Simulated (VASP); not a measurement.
# As (R-3m) in VASP: further runs

As is run at these levels: LDA; tasks: single point.

Program: VASP 6.6.1. These are calculated values, not measurements. Logs are shortened: lines on timing, memory, paths and dates and some standing lists are left out, and cuts for length are marked.

## (1) The cell of the first run

It takes space group R-3m (No. 166, trigonal). Conventional cell: a = 4.065 Å, b = 4.065 Å, c = 9.957 Å, α = 90.00°, β = 90.00°, γ = 120.00°. As (site symmetry 3m) has 4 As at 2.04 to 2.67 Å within 2.7 Å.

## (2) Single point, LDA (shortest bond scaled by 0.82)

INCAR reads:

```
SYSTEM = As
PREC = Accurate
ENCUT = 520
EDIFF = 1E-6
ISMEAR = -1
SIGMA = 0.05
LREAL = .FALSE.
LASPH = .TRUE.
NELM = 60
ALGO = Normal
ISIF = 2
LWAVE = .FALSE.
LCHARG = .FALSE.
GGA = CA
NBANDS = 12
```

KPOINTS reads:

```
Automatic mesh
0
G
  9 9 9
  0 0 0
```

POSCAR reads:

```
As
1.0
    0.0000000000      2.8744485395      2.8744485395
    2.8744485395      0.0000000000      2.8744485395
    2.8744485395      2.8744485395      0.0000000000
As
2
Direct
   -0.1925000000     -0.1025000000     -0.1025000000
    0.1925000000      0.1025000000      0.1025000000
```

Potentials or basis: VASP PAW LDA potentials, release 64 (As).

The run is started by

```bash
$ cat potpaw_LDA.64/As/POTCAR > POTCAR
$ mpirun -np 1 vasp_std > vasp.out
```

OUTCAR:

```text
SYSTEM = As
   PREC = Accurate
   ENCUT = 520
   EDIFF = 1E-6
   ISMEAR = -1
   LREAL = .FALSE.
   LASPH = .TRUE.
   NELM = 60
   ISIF = 2
   GGA = CA

 ion  position               nearest neighbor table
   1  0.807  0.898  0.898-   2 2.04   2 2.67   2 2.67   2 2.67
   2  0.193  0.102  0.102-   1 2.04   1 2.67   1 2.67   1 2.67

  LATTYP: Found a face centered cubic cell.
 ALAT       =     5.7488970790

  Lattice vectors:

 A1 = (   0.0000000000,   2.8744485395,   2.8744485395)
 A2 = (   2.8744485395,   0.0000000000,   2.8744485395)
 A3 = (   2.8744485395,   2.8744485395,   0.0000000000)

Analysis of symmetry for initial positions (statically):
=====================================================================
 Subroutine PRICEL returns:
 Original cell was already a primitive cell.

 Routine SETGRP: Setting up the symmetry group for a
 face centered cubic supercell.

 Subroutine GETGRP returns: Found 12 space group operations
 (whereof  4 operations were pure point group operations)
 out of a pool of 48 trial point group operations.

The static configuration has the point symmetry C_2h.
 The point group associated with its full space group is D_3d.

Analysis of symmetry for dynamics (positions and initial velocities):
=====================================================================
 Subroutine PRICEL returns:
 Original cell was already a primitive cell.

 Routine SETGRP: Setting up the symmetry group for a
 face centered cubic supercell.

 Subroutine GETGRP returns: Found 12 space group operations
 (whereof  4 operations were pure point group operations)
 out of a pool of 48 trial point group operations.

The dynamic configuration has the point symmetry C_2h.
 The point group associated with its full space group is D_3d.

 Subroutine INISYM returns: Found 12 space group operations
 (whereof  4 operations are pure point group operations),
 and found     1 'primitive' translations

----------------------------------------------------------------------------------------

                                     Primitive cell

  volume of cell :      47.5000

  direct lattice vectors                    reciprocal lattice vectors
     0.000000000  2.874448539  2.874448539    -0.173946409  0.173946409  0.173946409
     2.874448539  0.000000000  2.874448539     0.173946409 -0.173946409  0.173946409
     2.874448539  2.874448539  0.000000000     0.173946409  0.173946409 -0.173946409

  length of vectors
     4.065084109  4.065084109  4.065084109     0.301284017  0.301284017  0.301284017

  position of ions in fractional coordinates (direct lattice)
     0.807500000  0.897500000  0.897500000
     0.192500000  0.102500000  0.102500000

  ion indices of the primitive-cell ions
   primitive index   ion index
                 1           1
                 2           2

----------------------------------------------------------------------------------------

 KPOINTS: Automatic mesh

Automatic generation of k-mesh.
 Grid dimensions read from file:
 generate k-points for:    9    9    9

 Generating k-lattice:

  Cartesian coordinates                     Fractional coordinates (reciprocal lattice)
    -0.019327379  0.019327379  0.019327379     0.111111111  0.000000000  0.000000000
     0.019327379 -0.019327379  0.019327379     0.000000000  0.111111111  0.000000000
     0.019327379  0.019327379 -0.019327379     0.000000000  0.000000000  0.111111111

  Length of vectors
     0.033476002  0.033476002  0.033476002

  Shift w.r.t. Gamma in fractional coordinates (k-lattice)
     0.000000000  0.000000000  0.000000000

 Subroutine IBZKPT returns following result:
 ===========================================

 Found     85 irreducible k-points:

 Following reciprocal coordinates:
            Coordinates               Weight
  0.000000  0.000000  0.000000      1.000000
  0.111111  0.000000  0.000000      2.000000
  0.000000  0.111111  0.000000      6.000000
  0.222222  0.000000  0.000000      2.000000
  0.000000  0.222222  0.000000      6.000000
  0.333333  0.000000  0.000000      2.000000
[... 16 lines left out ...]
 -0.333333  0.111111  0.000000      6.000000
  0.000000 -0.333333  0.111111     12.000000
 [... further k-points ...]
   k-points           NKPTS =     85   k-points in BZ     NKDIM =     85   number of bands    NBANDS=     12
   number of dos      NEDOS =    301   number of ions     NIONS =      2
   total plane-waves  NPLWV =  27000
   dimension x,y,z NGX =    30 NGY =   30 NGZ =   30
   dimension x,y,z NGXF=    60 NGYF=   60 NGZF=   60
   ions per type =               2
   NGX,Y,Z   is equivalent  to a cutoff of  12.27, 12.27, 12.27 a.u.
   NGXF,Y,Z  is equivalent  to a cutoff of  24.54, 24.54, 24.54 a.u.
 SYSTEM =  As
   PREC   = accura    normal or accurate (medium, high low for compatibility)
   ISTART =      0    job   : 0-new  1-cont  2-samecut
   ICHARG =      2    charge: 1-file 2-atom 10-const
   ISPIN  =      1    spin polarized calculation?
   LNONCOLLINEAR =      F non collinear calculations
   LSORBIT =      F    spin-orbit coupling
   LASPH  =      T    aspherical Exc in radial PAW
   ENCUT  =  520.0 eV  38.22 Ry    6.18 a.u.   7.56  7.56  7.56*2*pi/ulx,y,z
   NELM   =     60;   NELMIN=  2; NELMDL= -5     # of ELM steps
   EDIFF  = 0.1E-05   stopping-criterion for ELM
   LREAL  =      F    real-space projection
   EDIFFG = 0.1E-04   stopping-criterion for IOM
   NSW    =      0    number of steps for IOM
   IBRION =     -1    ionic relax: 0-MD 1-quasi-New 2-CG
   NFREE  =      0    steps in history (QN), initial steepest desc. (CG)
   ISIF   =      2    stress and relaxation
   ISYM   =      2    0-nonsym 1-usesym 2-fastsym
   POTIM  = 0.5000    time-step for ionic-motion
   TEBEG  =    0.0;   TEEND  =   0.0 temperature during run
   PSTRESS=    0.0 pullay stress
   NELECT =      10.0000    total number of electrons
   NUPDOWN=      -1.0000    fix difference up-down
   EMIN   =  10.00;   EMAX   =-10.00  energy-range for DOS
   EFERMI =   0.00;   METHOD = LEGACY
   ISMEAR =    -1;   SIGMA  =   0.05  broadening in eV -4-tet -1-fermi 0-gaus
   EFERMI_NEDOS =   21; number of points for ismear=-14 and -15
   IALGO  =     38    algorithm
   IMIX   =      4    mixing-type and parameters
     AMIX     =   0.40;   BMIX     =  1.00
     AMIX_MAG =   1.60;   BMIX_MAG =  1.00
  volume/ion in A,a.u.               =      23.75       160.27
  Fermi-wavevector in a.u.,A,eV,Ry     =   0.973891  1.840387 12.904628  0.948463
  Thomas-Fermi vector in A             =   2.104307
   LORBIT       =      0    0 simple, 1 ext, 2 COOP (PROOUT), +10 PAW based schemes
   GGA     = CA    functional components
   LHFCALC =     F    Hartree Fock is set to
   AEXX    =    0.0000 exact exchange contribution
   IVDW    =     0    specifies the selected vdW correction
   LEPSILON=     F    determine dielectric tensor
   LRPA    =     F    only Hartree local field effects (RPA)
 non-spin polarized calculation
  energy-cutoff  :      520.00
  volume of cell :       47.50
 maximum number of plane-waves:      1299
   NGX = 15   NGY = 15   NGZ = 15

 number of electron      10.0000000 magnetization

 Free energy of the ion-electron system (eV)
  ---------------------------------------------------
  ext. energy  EPLUGINS =         0.00000000
  ---------------------------------------------------
  free energy    TOTEN  =        -8.96612866 eV

  energy without entropy =       -8.95763891  energy(sigma->0) =       -8.96188379

 E-fermi :   4.3758     XC(G=0):  -9.5369

 val. band max:        4.3690150065   @ k =   0.4444   0.2222   0.0000
 cond. band min:       4.3832010932   @ k =  -0.3333   0.2222   0.0000
 fundamental gap:      0.0141860867
 Fermi energy:         4.3757675211

 k-point     1 :       0.0000    0.0000    0.0000
  band No.  band energies     occupation
      1     -10.9088      2.00000
      2      -0.3113      2.00000
      3      -0.0756      2.00000
      4       3.5539      2.00000
      5       3.5539      2.00000
      6       3.6766      2.00000
      7       3.6766      2.00000
      8       7.3589      0.00000
      9       9.2379      0.00000
     10      12.7945      0.00000
     11      12.7945      0.00000
     12      13.5877      0.00000

 k-point     2 :       0.1111    0.0000    0.0000
  band No.  band energies     occupation
      1     -10.7630      2.00000
      2      -2.1339      2.00000
      3       1.6351      2.00000
      4       2.6370      2.00000
      5       2.6370      2.00000
      6       4.7584      0.00095
      7       4.7584      0.00095
      8       6.9132      0.00000
      9      10.1888      0.00000
     10      11.7894      0.00000
     11      11.7894      0.00000
     12      14.7690      0.00000

 k-point     3 :       0.0000    0.1111    0.0000
  band No.  band energies     occupation
      1     -10.8033      2.00000
      2      -1.1706      2.00000
      3       0.1907      2.00000
      4       2.6212      2.00000
      5       3.1563      2.00000
      6       4.0232      1.99827
      7       4.9097      0.00005
      8       7.5868      0.00000
      9       9.7888      0.00000
     10      12.2043      0.00000
     11      12.3895      0.00000
     12      13.2178      0.00000
[... 286 lines left out ...]
 k-point    23 :      -0.3333    0.1111    0.0000
  band No.  band energies     occupation
      1      -9.2684      2.00000
      2      -6.1939      2.00000
      3       0.4168      2.00000
      4       1.3778      2.00000
      5       3.8193      1.99997
      6       6.6248      0.00000
      7       7.0315      0.00000
      8       8.5434      0.00000
      9      11.1215      0.00000
     10      11.5050      0.00000
     11      13.1797      0.00000
     12      14.4507      0.00000

 k-point    24 :       0.0000   -0.3333    0.1111
  band No.  band energies     occupation
      1      -9.9121      2.00000
      2      -3.9504      2.00000
      3      -0.7111      2.00000
      4       1.1582      2.00000
      5       2.7505      2.00000
      6       4.6978      0.00319
      7       7.9344      0.00000
      8       8.6714      0.00000
      9      11.3881      0.00000
     10      11.8972      0.00000
     11      14.3765      0.00000
     12      14.9555      0.00000

 [... further k-points ...]
[... 5 lines left out ...]
  --------------------------------------------------------------------------------------
  -------------------------------------------------------------------------------------
  Total        4.5710340      4.5710340      4.5710340     -3.8449068      3.8449068     -3.8449068
  in kB      154.1811994    154.1811994    154.1811994   -129.6888935    129.6888935   -129.6888935
  external PRESSURE =     154.1811994 kB  Pullay stress =       0.0000000 kB

 VOLUME and BASIS-vectors are now :
 -----------------------------------------------------------------------------
  energy-cutoff  :      520.00
  volume of cell :       47.50
      direct lattice vectors                 reciprocal lattice vectors
     0.000000000  2.874448539  2.874448539    -0.173946409  0.173946409  0.173946409
     2.874448539  0.000000000  2.874448539     0.173946409 -0.173946409  0.173946409
     2.874448539  2.874448539  0.000000000     0.173946409  0.173946409 -0.173946409

 POSITION                                       TOTAL-FORCE (eV/Angst)
 -----------------------------------------------------------------------------------
      5.15964      4.90093      4.90093        -2.893624      2.893624      2.893624
      0.58926      0.84796      0.84796         2.893624     -2.893624     -2.893624
 -----------------------------------------------------------------------------------
    total drift:                                0.000000      0.000000      0.000000

  FREE ENERGIE OF THE ION-ELECTRON SYSTEM (eV)
  ---------------------------------------------------
  free  energy   TOTEN  =        -8.9661286613 eV

  energy  without entropy=       -8.9576389149  energy(sigma->0) =       -8.96188379
```

Wall time 32 s (1 thread of Intel Xeon Platinum 8259CL at 2.50GHz (Skylake/Cascade Lake), shared host); peak memory 0.17 GiB.

What came out:

| Property | Result |
| --- | --- |
| Free energy | -8.9661 eV |
| Pressure | 15.4 GPa |
| Largest force | 5.012 eV/Å |
| Band gap on the k mesh | zero (bands 5 and 6 overlap by 1.26 eV) |

Forces in eV/Å, atoms in the order of the input:
```
As  -2.894  2.894  2.894
As   2.894 -2.894 -2.894
```

Levels at points of the mesh, in eV from the Fermi level:
| k point | band 3 | band 4 | band 5 | band 6 | band 7 | band 8 |
| --- | --- | --- | --- | --- | --- | --- |
| (0.00, 0.00, 0.00) | -4.45 | -0.82 | -0.82 | -0.70 | -0.70 | 2.98 |

Caveat: the cell differs from its parent crystal (shortest bond scaled by 0.82); the cell stands under pressure; forces of over 1 eV/Å act on the atoms, so gaps and moduli don't describe the material at rest.

## (3) Single point, LDA (shortest bond scaled by 0.7)

INCAR reads:

```
PREC = Accurate ; ENCUT = 520
EDIFF = 1E-6 ; ISMEAR = -1
SIGMA = 0.05 ; LREAL = False
LASPH = True ; NELM = 100
ALGO = Normal ; ISIF = 2
LWAVE = False ; LCHARG = False
GGA = CA ; NBANDS = 12
```

KPOINTS reads:

```
regular mesh
0
Gamma
  9 9 9
```

POSCAR reads:

```
As
1.0
    0.0000000000      2.8744485395      2.8744485395
    2.8744485395      0.0000000000      2.8744485395
    2.8744485395      2.8744485395      0.0000000000
As
2
Direct
   -0.2375000000     -0.0875000000     -0.0875000000
    0.2375000000      0.0875000000      0.0875000000
```

Potentials or basis: VASP PAW LDA potentials, release 64 (As).

The run is started by

```bash
$ cat potpaw_LDA.64/As/POTCAR > POTCAR
$ mpirun -np 1 vasp_std > vasp.out
```

Run time: 36 s. Hardware: 1 thread of Intel Xeon Platinum 8259CL at 2.50GHz (Skylake/Cascade Lake), shared host; peak memory 0.17 GiB.

The run converged. Its results:

```
Free energy            : -5.4773 eV
Pressure               : 47.9 GPa
Largest force          : 22.182 eV/Å
Band gap on the k mesh : zero (bands 5 and 6 overlap by 1.16 eV)
```

Forces in eV/Å, atoms in the order of the input:
```
As  -12.807  12.807  12.807
As   12.807 -12.807 -12.807
```

Stress tensor (GPa, compression positive):
```
 47.90 -45.98 -45.98
-45.98  47.90  45.98
-45.98  45.98  47.90
```

Levels at points of the mesh, in eV from the Fermi level:
```
           k point  band 3  band 4  band 5  band 6  band 7  band 8
(0.00, 0.00, 0.00)   -4.39   -1.96   -1.96    0.39    0.39    4.71
```

Caveat: the cell differs from its parent crystal (shortest bond scaled by 0.7); the cell stands under pressure; forces of over 1 eV/Å act on the atoms, so gaps and moduli don't describe the material at rest.

## (4) Single point, LDA (shortest bond scaled by 0.64)

INCAR reads:

```
PREC = Accurate
ENCUT = 520
EDIFF = 1E-6
ISMEAR = -1
SIGMA = 0.05
LREAL = F
LASPH = T
NELM = 80
ALGO = Normal
ISIF = 2
LWAVE = F
LCHARG = F
GGA = CA
NBANDS = 12
```

KPOINTS is that of step 3.

POSCAR reads:

```
As
1.0
    0.0000000000      2.8744485395      2.8744485395
    2.8744485395      0.0000000000      2.8744485395
    2.8744485395      2.8744485395      0.0000000000
As
2
Direct
   -0.2600000000     -0.0800000000     -0.0800000000
    0.2600000000      0.0800000000      0.0800000000
```

The run is started by

```bash
$ cat potpaw_LDA.64/As/POTCAR > POTCAR
$ mpirun -np 1 vasp_std > vasp.out
```

It took 40 s on 1 thread of Intel Xeon Platinum 8259CL at 2.50GHz (Skylake/Cascade Lake), shared host; peak memory 0.17 GiB.

Results (log left out):

- Free energy: -0.6682 eV
- Pressure: 84.2 GPa
- Largest force: 44.572 eV/Å
- Band gap on the k mesh: zero (bands 5 and 6 overlap by 0.66 eV)

Forces on the atoms (eV/Å):
```
As  -25.733  25.733  25.733
As   25.733 -25.733 -25.733
```

Stress tensor (GPa, compression positive):
```
 84.24 -82.28 -82.28
-82.28  84.24  82.28
-82.28  82.28  84.24
```

Levels at points of the mesh, in eV from the Fermi level:
```
           k point  band 2  band 3  band 4  band 5  band 6  band 7  band 8  band 9
(0.00, 0.00, 0.00)   -5.23   -4.57   -3.10   -3.10    0.71    0.71    4.30    5.16
```

Caveat: the cell differs from its parent crystal (shortest bond scaled by 0.64); atoms lie so close that the PAW spheres overlap strongly, which falsifies energies and pressures; the cell stands under pressure; forces of over 1 eV/Å act on the atoms, so gaps and moduli don't describe the material at rest.

## (5) Single point, LDA (shortest bond scaled by 0.64)

INCAR reads:

```
SYSTEM = As
PREC = Accurate
ENCUT = 520
EDIFF = 1E-6
ISMEAR = -1
SIGMA = 0.05
LREAL = .FALSE.
LASPH = .TRUE.
NELM = 100
ALGO = Normal
ISIF = 2
LWAVE = .FALSE.
LCHARG = .TRUE.
LELF = .TRUE.
LVHAR = .TRUE.
NBANDS = 12
```

KPOINTS reads:

```
regular mesh
0
G
  9 9 9
  0 0 0
```

POSCAR is that of step 4.

The run is started by

```bash
$ cat potpaw_LDA.64/As/POTCAR > POTCAR
$ mpirun -np 1 vasp_std > vasp.out
```

Wall time 41 s (1 thread of Intel Xeon Platinum 8259CL at 2.50GHz (Skylake/Cascade Lake), shared host); peak memory 0.16 GiB.

The run converged. Its results:

- Free energy: -0.6682 eV
- Pressure: 84.2 GPa
- Largest force: 44.572 eV/Å
- Band gap on the k mesh: zero (bands 5 and 6 overlap by 0.66 eV)

Forces in eV/Å, atoms in the order of the input:
```
As  -25.733  25.733  25.733
As   25.733 -25.733 -25.733
```

Stress tensor (GPa, compression positive):
```
 84.24 -82.28 -82.28
-82.28  84.24  82.28
-82.28  82.28  84.24
```

Levels at points of the mesh, in eV from the Fermi level:
| k point | band 1 | band 2 | band 3 | band 4 | band 5 | band 6 | band 7 | band 8 | band 9 | band 10 |
| --- | --- | --- | --- | --- | --- | --- | --- | --- | --- | --- |
| (0.00, 0.00, 0.00) | -17.03 | -5.23 | -4.57 | -3.10 | -3.10 | 0.71 | 0.71 | 4.30 | 5.16 | 7.91 |

Caveat: the cell differs from its parent crystal (shortest bond scaled by 0.64); atoms lie so close that the PAW spheres overlap strongly, which falsifies energies and pressures; the cell stands under pressure; forces of over 1 eV/Å act on the atoms, so gaps and moduli don't describe the material at rest.

## (6) Overview

| cell | gap on the mesh (eV) | pressure (GPa) | largest force (eV/Å) |
| --- | --- | --- | --- |
| as given, shortest bond scaled by 0.82 | none | 15.4 | 5.01 |
| as given, shortest bond scaled by 0.7 | none | 47.9 | 22.18 |
| as given, shortest bond scaled by 0.64 | none | 84.2 | 44.57 |

Some of these runs hold the atoms at other places in the same cell, which the table doesn't show; runs alike in all that it shows share one row.

Alike in all rows: task single point; level LDA; potentials or basis VASP PAW LDA potentials, release 64 (As); no spin polarisation; k mesh 9 × 9 × 9; cutoff (eV) 520; smearing fermi-dirac 0.05 eV.

Caveats: the cell stands under pressure; forces of over 1 eV/Å act on the atoms, so gaps and moduli don't describe the material at rest; atoms lie so close that the PAW spheres overlap strongly, which falsifies energies and pressures (at least some runs).

Total energies depend on the potentials used, so only differences within one code and one set of settings carry meaning.

The gap in the log of VASP goes by the Fermi energy; the results here count the filled bands.